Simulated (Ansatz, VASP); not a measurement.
## Two plane-wave programs on Re

```
Re
1.0
     5.01767    0.00000    0.00000
     0.00000    5.01767    0.00000
     0.00000    0.00000    5.01767
Re
8
Direct
  0.00000 0.00000 0.00000
  0.50000 0.50000 0.50000
  0.25000 0.00000 0.50000
  0.75000 0.00000 0.50000
  0.50000 0.25000 0.00000
  0.50000 0.75000 0.00000
  0.00000 0.50000 0.25000
  0.00000 0.50000 0.75000
```

Alike in both runs: functional BLYP; k mesh 5 × 5 × 5; occupations fermi-dirac, width 0.1 eV; no spin polarisation.

Ansatz relaxed the structure, and its values are those at the end. VASP's run is a single point on that final structure, the one shown.

```csv
,VASP,Ansatz
version,VASP 6.6.1,Ansatz 0.2.0
potentials or method,"VASP PAW PBE potentials, release 64 (Re_sv_GW), cutoff 560 eV","plane waves (420 eV) with PAW, scalar-relativistic"
valence electrons in the cell,120,120
```

```csv
,VASP,Ansatz,Ansatz less VASP
pressure (GPa),0.1,0.0,-0.07
```

VASP's potentials were made for PBE, not for BLYP.

Neither program's run includes spin-orbit coupling.
